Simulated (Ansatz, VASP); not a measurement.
One calculation of SrO, two programs

Contents of INCAR:

```
SYSTEM = SrO
PREC = Accurate
ENCUT = 520
EDIFF = 1E-6
ISMEAR = -1
SIGMA = 0.02
LREAL = .False.
LASPH = .True.
NELM = 100
ALGO = Normal
ISIF = 2
LWAVE = .False.
LCHARG = .False.
GGA = PE
NBANDS = 15
```

The input KPOINTS:

```
Automatic mesh
0
Gamma
  8 8 8
  0 0 0
```

POSCAR

```
SrO
1.0
    0.0093076034      2.8015886299      2.8015886299
    2.8015886299      0.0093076034      2.8015886299
    2.8015886299      2.8015886299      0.0093076034
Sr O
1 1
Direct
    0.0002945613      0.0002945613      0.0002945613
    0.2497054387      0.2497054387      0.2497054387
```

Input for Ansatz:

```yaml
crystal:
  lattice:
    - [0.0093076034, 2.8015886299, 2.8015886299]
    - [2.8015886299, 0.0093076034, 2.8015886299]
    - [2.8015886299, 2.8015886299, 0.0093076034]
  atoms:
    - { symbol: Sr, position: [0.0002945613, 0.0002945613, 0.0002945613] }
    - { symbol: O, position: [0.2497054387, 0.2497054387, 0.2497054387] }
kpoints:
  mp_grid: { grid: [8, 8, 8] }
  band_path:
    path:
      - [0.0, 0.0, 0.0]
      - [-0.5, -0.5, 0.0]
      - [-0.375, -0.375, 0.25]
      - [-0.375, 0.0, 0.375]
      - [0.0, 0.0, 0.5]
      - [-0.5, -0.25, 0.25]
    npoints: 1
hamiltonian:
  xc: pbe
scf:
  occupations: { method: fermi_dirac, width: 0.02 }
  n_extra_bands: 4
output:
  forces: true
  stress: true
  eigenvalues: true
```

Change from the starting cell: shear_111 strain +0.5%.

Alike in both runs: task single point; functional PBE; k mesh 8 × 8 × 8; occupations fermi-dirac, width 0.02 eV; no spin polarisation.

|  | VASP | Ansatz |
| --- | --- | --- |
| version | VASP 6.6.1 | Ansatz 0.2.0 |
| potentials or method | VASP PAW PBE potentials, release 64 (Sr_sv, O) | plane waves, PAW |
| plane-wave cutoff (eV) | 520 | 420 |
| valence electrons in the cell | 16 | 16 |

Ansatz gave:

* gap on the k mesh at the Fermi level (eV): 2.51
* pressure (GPa): 0.6
* traceless stress, the component that is largest in VASP (GPa): -0.09

Q: Estimate VASP's values.

A: gap on the k mesh at the Fermi level (eV): 2.51; pressure (GPa): 1.1; traceless stress, the component that is largest in VASP (GPa): -0.09.
